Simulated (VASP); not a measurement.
# SiO2 (I4/mmm) in VASP: electric field gradients with PBE

Aim: the electric field gradients of SiO2 with PBE.

Everything below comes from runs of VASP 6.6.1. Logs are shortened: lines on timing, memory, paths and dates and some standing lists are left out, and cuts for length are marked.

## (1) The cell of the first run

The structure is tetragonal, space group I4/mmm (No. 139). The conventional cell has a = 13.034 Å, b = 13.034 Å, c = 5.248 Å, α = 90.00°, β = 90.00°, γ = 90.00°. Si (site symmetry m) has 4 O at 1.61 Å within 2.1 Å. Within 2.1 Å of O (site symmetry 2) lie 2 Si at 1.61 Å. Within 2.1 Å of O (site symmetry m2m) lie 2 Si at 1.61 Å. Within 2.1 Å of O (site symmetry m2m) lie 2 Si at 1.61 Å.

## (2) Electric field gradients, PBE

The input, INCAR:

```
SYSTEM = SiO2
ALGO = Normal ; EDIFF = 1E-8
ENCUT = 520 ; GGA = PE
ISIF = 2 ; ISMEAR = -1
LASPH = .True. ; LCHARG = .False.
LEFG = .True. ; LREAL = Auto
LWAVE = .False. ; NBANDS = 82
NELM = 80 ; PREC = Accurate
SIGMA = 0.02
```

The input, KPOINTS:

```
k-points
0
Gamma
  5 5 5
  0 0 0
```

The input, POSCAR:

```
SiO2
1.0
   -6.5170259300      6.5170259300      2.6240355350
    6.5170259300     -6.5170259300      2.6240355350
    6.5170259300      6.5170259300     -2.6240355350
Si O
8 16
Direct
    0.2102109600      0.3813018500      0.5915128100
    0.3813018500      0.7897890400      0.1710908900
    0.6186981500      0.2102109600      0.8289091100
    0.7897890400      0.3813018500      0.1710908900
    0.2102109600      0.6186981500      0.8289091100
    0.7897890400      0.6186981500      0.4084871900
    0.3813018500      0.2102109600      0.5915128100
    0.6186981500      0.7897890400      0.4084871900
    0.8928533400      0.1071466600      0.5000000000
    0.1071466600      0.6071466600      0.2142933200
    0.3928533400      0.8928533400      0.7857066800
    0.6071466600      0.3928533400      0.5000000000
    0.1071466600      0.8928533400      0.5000000000
    0.8928533400      0.3928533400      0.7857066800
    0.6071466600      0.1071466600      0.2142933200
    0.3928533400      0.6071466600      0.5000000000
    0.2430364900      0.5000000000      0.7430364900
    0.5000000000      0.7569635100      0.2569635100
    0.5000000000      0.2430364900      0.7430364900
    0.7569635100      0.5000000000      0.2569635100
    0.3132644400      0.3132644400      0.6265288800
    0.3132644400      0.6867355600      0.0000000000
    0.6867355600      0.3132644400      0.0000000000
    0.6867355600      0.6867355600      0.3734711200
```

Potentials or basis: VASP PAW PBE potentials, release 64 (Si, O).

On the command line:

```
$ cat potpaw_PBE.64/Si/POTCAR potpaw_PBE.64/O/POTCAR > POTCAR
$ mpirun -np 1 vasp_std > vasp.out
```

OUTCAR:

```text
SYSTEM = SiO2
   EDIFF = 1E-8
   ENCUT = 520
   GGA = PE
   ISIF = 2
   ISMEAR = -1
   LASPH = .True.
   LREAL = Auto
   NELM = 80
   PREC = Accurate

 ion  position               nearest neighbor table
   1  0.210  0.381  0.592-  17 1.61  21 1.61  16 1.61   9 1.61   5 3.09   8 3.12   8 3.12
   2  0.381  0.790  0.171-  18 1.61  22 1.61  15 1.61  10 1.61   8 3.09   4 3.12   4 3.12
   3  0.619  0.210  0.829-  19 1.61  23 1.61  11 1.61  14 1.61   7 3.09   5 3.12   5 3.12
   4  0.790  0.381  0.171-  20 1.61  23 1.61  10 1.61  15 1.61   6 3.09   2 3.12   2 3.12
   5  0.210  0.619  0.829-  17 1.61  22 1.61  14 1.61  11 1.61   1 3.09   3 3.12   3 3.12
   6  0.790  0.619  0.408-  20 1.61  24 1.61  12 1.61  13 1.61   4 3.09   7 3.12   7 3.12
   7  0.381  0.210  0.592-  19 1.61  21 1.61  12 1.61  13 1.61   3 3.09   6 3.12   6 3.12
   8  0.619  0.790  0.408-  18 1.61  24 1.61  16 1.61   9 1.61   2 3.09   1 3.12   1 3.12
   9  0.893  0.107  0.500-   1 1.61   8 1.61
  10  0.107  0.607  0.214-   4 1.61   2 1.61
  11  0.393  0.893  0.786-   3 1.61   5 1.61
  12  0.607  0.393  0.500-   6 1.61   7 1.61
  13  0.107  0.893  0.500-   6 1.61   7 1.61
  14  0.893  0.393  0.786-   5 1.61   3 1.61
[... 8 lines left out ...]
  23  0.687  0.313  0.000-   3 1.61   4 1.61
  24  0.687  0.687  0.373-   6 1.61   8 1.61

  LATTYP: Found a body centered tetragonal cell.
 ALAT       =    13.0340518600
 C/A-ratio  =     0.4026431018

  Lattice vectors:

 A1 = (  -6.5170259300,   6.5170259300,   2.6240355350)
 A2 = (   6.5170259300,  -6.5170259300,   2.6240355350)
 A3 = (   6.5170259300,   6.5170259300,  -2.6240355350)

Analysis of symmetry for initial positions (statically):
=====================================================================
 Subroutine PRICEL returns:
 Original cell was already a primitive cell.

 Routine SETGRP: Setting up the symmetry group for a
 body centered tetragonal supercell.

 Subroutine GETGRP returns: Found 16 space group operations
 (whereof 16 operations were pure point group operations)
 out of a pool of 16 trial point group operations.

The static configuration has the point symmetry D_4h.

Analysis of symmetry for dynamics (positions and initial velocities):
=====================================================================
 Subroutine PRICEL returns:
 Original cell was already a primitive cell.

 Routine SETGRP: Setting up the symmetry group for a
 body centered tetragonal supercell.

 Subroutine GETGRP returns: Found 16 space group operations
 (whereof 16 operations were pure point group operations)
 out of a pool of 16 trial point group operations.

The dynamic configuration has the point symmetry D_4h.

 Subroutine INISYM returns: Found 16 space group operations
 (whereof 16 operations are pure point group operations),
 and found     1 'primitive' translations

----------------------------------------------------------------------------------------

                                     Primitive cell

  volume of cell :     445.7882

  direct lattice vectors                    reciprocal lattice vectors
    -6.517025930  6.517025930  2.624035535     0.000000000  0.076722113  0.190546200
     6.517025930 -6.517025930  2.624035535     0.076722113  0.000000000  0.190546200
     6.517025930  6.517025930 -2.624035535     0.076722113  0.076722113  0.000000000

  length of vectors
     9.582735331  9.582735331  9.582735331     0.205412115  0.205412115  0.108501453

  position of ions in fractional coordinates (direct lattice)
     0.210210960  0.381301850  0.591512810
     0.381301850  0.789789040  0.171090890
     0.618698150  0.210210960  0.828909110
     0.789789040  0.381301850  0.171090890
     0.210210960  0.618698150  0.828909110
     0.789789040  0.618698150  0.408487190
[... 16 lines left out ...]
     0.686735560  0.313264440  0.000000000
     0.686735560  0.686735560  0.373471120

  ion indices of the primitive-cell ions
   primitive index   ion index
                 1           1
                 2           2
                 3           3
                 4           4
[... 90 lines left out ...]
   NFREE  =      0    steps in history (QN), initial steepest desc. (CG)
   ISIF   =      2    stress and relaxation
   ISYM   =      2    0-nonsym 1-usesym 2-fastsym
   POTIM  = 0.5000    time-step for ionic-motion
   TEBEG  =    0.0;   TEEND  =   0.0 temperature during run
   PSTRESS=    0.0 pullay stress
   NELECT =     128.0000    total number of electrons
   NUPDOWN=      -1.0000    fix difference up-down
   EMIN   =  10.00;   EMAX   =-10.00  energy-range for DOS
   EFERMI =   0.00;   METHOD = LEGACY
   ISMEAR =    -1;   SIGMA  =   0.02  broadening in eV -4-tet -1-fermi 0-gaus
   EFERMI_NEDOS =   21; number of points for ismear=-14 and -15
   IALGO  =     38    algorithm
   IMIX   =      4    mixing-type and parameters
     AMIX     =   0.40;   BMIX     =  1.00
     AMIX_MAG =   1.60;   BMIX_MAG =  1.00
  volume/ion in A,a.u.               =      18.57       125.35
  Fermi-wavevector in a.u.,A,eV,Ry     =   1.080029  2.040958 15.870678  1.166462
  Thomas-Fermi vector in A             =   2.216009
   LORBIT       =      0    0 simple, 1 ext, 2 COOP (PROOUT), +10 PAW based schemes
   GGA     = PE    functional components
   LHFCALC =     F    Hartree Fock is set to
   AEXX    =    0.0000 exact exchange contribution
   IVDW    =     0    specifies the selected vdW correction
   LEPSILON=     F    determine dielectric tensor
   LRPA    =     F    only Hartree local field effects (RPA)
 non-spin polarized calculation
  energy-cutoff  :      520.00
  volume of cell :      445.79
 maximum number of plane-waves:     12034
   NGX = 35   NGY = 35   NGZ = 35

 number of electron     128.0000074 magnetization

 Free energy of the ion-electron system (eV)
  ---------------------------------------------------
  ext. energy  EPLUGINS =         0.00000000
  ---------------------------------------------------
  free energy    TOTEN  =      -189.63148988 eV

  energy without entropy =     -189.63148988  energy(sigma->0) =     -189.63148988

 E-fermi :  -1.1105     XC(G=0):  -6.9547

 val. band max:       -1.5536087624   @ k =   0.0000   0.0000   0.0000
 cond. band min:       4.0056272931   @ k =   0.0000   0.0000   0.0000
 fundamental gap:      5.5592360555
 Fermi energy:        -1.1104648396

 k-point     1 :       0.0000    0.0000    0.0000
  band No.  band energies     occupation
      1     -21.0650      2.00000
      2     -20.6594      2.00000
      3     -20.4816      2.00000
      4     -20.4816      2.00000
      5     -19.7736      2.00000
      6     -19.7736      2.00000
[... 1411 lines left out ...]
     75       7.8163      0.00000
     76       7.9130      0.00000
 [bands above 76 left out]

------------------------ aborting loop because EDIFF is reached ----------------------------------------

  FORCE on cell =-STRESS in cart. coord.  units (eV):
  Direction    XX          YY          ZZ          XY          YZ          ZX
  --------------------------------------------------------------------------------------
  -------------------------------------------------------------------------------------
  Total        9.9834906      9.9834906      9.7875177      0.0000000      0.0000000      0.0000000
  in kB       35.8809883     35.8809883     35.1766552      0.0000000      0.0000000      0.0000000
  external PRESSURE =      35.6462106 kB  Pullay stress =       0.0000000 kB

 VOLUME and BASIS-vectors are now :
 -----------------------------------------------------------------------------
  energy-cutoff  :      520.00
  volume of cell :      445.79
      direct lattice vectors                 reciprocal lattice vectors
    -6.517025930  6.517025930  2.624035535     0.000000000  0.076722113  0.190546200
     6.517025930 -6.517025930  2.624035535     0.076722113  0.000000000  0.190546200
     6.517025930  6.517025930 -2.624035535     0.076722113  0.076722113  0.000000000

 POSITION                                       TOTAL-FORCE (eV/Angst)
 -----------------------------------------------------------------------------------
      4.96991      2.73990      0.00000        -0.036648      0.001226      0.000000
      3.77713     -1.54712      2.62404        -0.001226     -0.036648      0.000000
      2.73990      8.06414      0.00000         0.001226      0.036648      0.000000
     -1.54712      3.77713      2.62404        -0.036648     -0.001226      0.000000
      8.06414      2.73990      0.00000         0.036648      0.001226      0.000000
      1.54712      3.77713      2.62404         0.036648     -0.001226      0.000000
[... 16 lines left out ...]
     -2.43392      2.43392      2.62404         0.171103     -0.171103      0.000000
      2.43392      2.43392      2.62404        -0.171103     -0.171103     -0.000000
 -----------------------------------------------------------------------------------
    total drift:                                0.000000      0.000000     -0.000000

  FREE ENERGIE OF THE ION-ELECTRON SYSTEM (eV)
  ---------------------------------------------------
  free  energy   TOTEN  =      -189.6314898769 eV

  energy  without entropy=     -189.6314898769  energy(sigma->0) =     -189.63148988

 Electric field gradients (V/A^2)
---------------------------------------------------------------------
 ion       V_xx      V_yy      V_zz      V_xy      V_xz      V_yz
---------------------------------------------------------------------
   1      -6.696     9.269    -2.573    -0.559    -0.000    -0.000
   2       9.268    -6.696    -2.573     0.559    -0.000     0.000
   3       9.268    -6.696    -2.573     0.559    -0.000     0.000
   4      -6.696     9.268    -2.573     0.559     0.000    -0.000
   5      -6.696     9.268    -2.573     0.559     0.000    -0.000
   6      -6.696     9.269    -2.573    -0.559    -0.000    -0.000
[... 16 lines left out ...]
  23      24.854    24.854   -49.707    67.372    -0.002    -0.002
  24      24.854    24.854   -49.707   -67.380    -0.002    -0.002
---------------------------------------------------------------------

 Electric field gradients after diagonalization (V/A^2)
 (convention: |V_zz| > |V_xx| > |V_yy|)
----------------------------------------------------------------------
 ion       V_xx      V_yy      V_zz     asymmetry (V_yy - V_xx)/ V_zz
----------------------------------------------------------------------
   1      -6.716    -2.573     9.289       0.446
   2      -6.715    -2.573     9.288       0.446
   3      -6.715    -2.573     9.288       0.446
   4      -6.715    -2.573     9.288       0.446
   5      -6.715    -2.573     9.288       0.446
   6      -6.716    -2.573     9.289       0.446
[... 16 lines left out ...]
  23     -49.707   -42.518    92.225       0.078
  24     -49.707   -42.526    92.233       0.078
----------------------------------------------------------------------

           NMR quadrupolar parameters

 Cq : quadrupolar parameter    Cq=e*Q*V_zz/h
 eta: asymmetry parameters     (V_yy - V_xx)/ V_zz
 Q  : nuclear electric quadrupole moment in mb (millibarn)
----------------------------------------------------------------------
 ion       Cq(MHz)       eta       Q (mb)
----------------------------------------------------------------------
   1       0.022       0.446       1.000
   2       0.022       0.446       1.000
   3       0.022       0.446       1.000
   4       0.022       0.446       1.000
   5       0.022       0.446       1.000
   6       0.022       0.446       1.000
[... 16 lines left out ...]
  23       0.223       0.078       1.000
  24       0.223       0.078       1.000
----------------------------------------------------------------------
```

Run time: 60 min. Hardware: 1 thread of Oxide Virtual Turin-like, shared host; peak memory 0.9 GiB.

What came out:

* Free energy: -189.6315 eV
* Pressure: 3.6 GPa
* Largest force: 0.280 eV/Å
* Band gap on the k mesh: 5.56 eV
* Largest electric field gradient by atom: Si +9.3; O +91.1, +90.7, +92.2 (each value once) V/Å²

Forces on the atoms (eV/Å):
```
Si  -0.037  0.001  0.000
Si  -0.001 -0.037  0.000
Si   0.001  0.037  0.000
Si  -0.037 -0.001  0.000
Si   0.037  0.001  0.000
Si   0.037 -0.001  0.000
Si   0.001 -0.037  0.000
Si  -0.001  0.037  0.000
O    0.180 -0.180  0.000
O    0.180  0.180  0.000
O   -0.180 -0.180  0.000
O   -0.180  0.180  0.000
O   -0.180  0.180  0.000
O   -0.180 -0.180  0.000
O    0.180  0.180  0.000
O    0.180 -0.180  0.000
O    0.000  0.280  0.000
O   -0.280  0.000  0.000
O    0.280  0.000  0.000
O    0.000 -0.280  0.000
O    0.171  0.171  0.000
O   -0.171  0.171  0.000
O    0.171 -0.171  0.000
O   -0.171 -0.171  0.000
```

Levels at points of the mesh, in eV from the valence-band top:
| k point | band 61 | band 62 | band 63 | band 64 | band 65 | band 66 | band 67 | band 68 |
| --- | --- | --- | --- | --- | --- | --- | --- | --- |
| (0.00, 0.00, 0.00) | -0.44 | -0.14 | -0.14 | 0.00 | 5.56 | 7.54 | 7.70 | 7.70 |

Electric field gradients, principal values (V/Å²):
```
atom    least   middle  greatest (by size)
1 Si   -2.573   -6.716               9.289
2 Si   -2.573   -6.715               9.288
3 Si   -2.573   -6.715               9.288
4 Si   -2.573   -6.715               9.288
5 Si   -2.573   -6.715               9.288
6 Si   -2.573   -6.716               9.289
7 Si   -2.573   -6.716               9.289
8 Si   -2.573   -6.716               9.289
 9 O  -39.742  -51.354              91.095
10 O  -39.750  -51.347              91.097
11 O  -39.750  -51.347              91.097
12 O  -39.741  -51.353              91.094
13 O  -39.742  -51.354              91.095
14 O  -39.750  -51.347              91.097
15 O  -39.750  -51.347              91.097
16 O  -39.741  -51.353              91.094
17 O  -36.709  -54.027              90.736
18 O  -36.709  -54.027              90.736
19 O  -36.709  -54.027              90.736
20 O  -36.709  -54.027              90.736
21 O  -42.526  -49.707              92.233
22 O  -42.518  -49.707              92.225
23 O  -42.518  -49.707              92.225
24 O  -42.526  -49.707              92.233
```

Caveat: the cell stands under pressure; without QUAD_EFG the Cq values of the log hold for a quadrupole moment of 1 mb, not for the nuclei.
